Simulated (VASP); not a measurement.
Runs of VASP 6.6.1 on NiO. The structure is that of space group I4/mmm (No. 139), or close to it. The cells are those of the table. 

```tsv
cell	gap on the mesh (eV)	pressure (GPa)	moment (μB)
a = 2.991, b = 2.991, c = 4.021 Å, 4 atoms	(b)	5.9	4.00
a = 3.139, b = 3.139, c = 4.038 Å, 4 atoms	0.47	(a)	4.00
a = 2.996, b = 2.996, c = 4.021 Å, 4 atoms	0.38	5.3	4.00
a = 3.017, b = 3.017, c = 3.937 Å, 4 atoms	0.18	8.8	4.00
```

Alike in all rows: task single point; level r2SCAN; potentials or basis VASP PAW PBE potentials, release 64 (Ni, O); spin collinear, ferromagnetic start; k mesh 10 × 10 × 8; cutoff (eV) 520; smearing gaussian 0.02 eV.

Q: Fill in the values left out.

A: (a) -11.2; (b) 0.37.

Caveats: the PAW data sets were made with another functional, which shifts forces and pressure a little.

A k mesh can miss the band edges.
